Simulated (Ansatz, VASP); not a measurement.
## One calculation of W, two programs

```xyz
1
Lattice="0.0000 1.9726 1.9726 1.9726 0.0000 1.9726 1.9726 1.9726 0.0000" Properties=species:S:1:pos:R:3 pbc="T T T"
W     0.0000    0.0000    0.0000
```

Alike in both runs: task single point; functional PBEsol; k mesh 15 × 15 × 15; occupations fermi-dirac, width 0.1 eV; no spin polarisation.

|  | VASP | Ansatz |
| --- | --- | --- |
| version | VASP 6.6.1 | Ansatz 0.2.0 |
| potentials or method | VASP PAW PBE potentials, release 64 (W_sv), cutoff 520 eV | plane waves (420 eV) with PAW, scalar-relativistic |
| valence electrons in the cell | 14 | 14 |

|  | VASP | Ansatz | Ansatz less VASP |
| --- | --- | --- | --- |
| pressure (GPa) | 13.8 | 12.9 | -0.89 |

VASP's potentials were made for PBE, not for PBEsol, and Ansatz warns of the same on its side.

Neither program's run includes spin-orbit coupling.
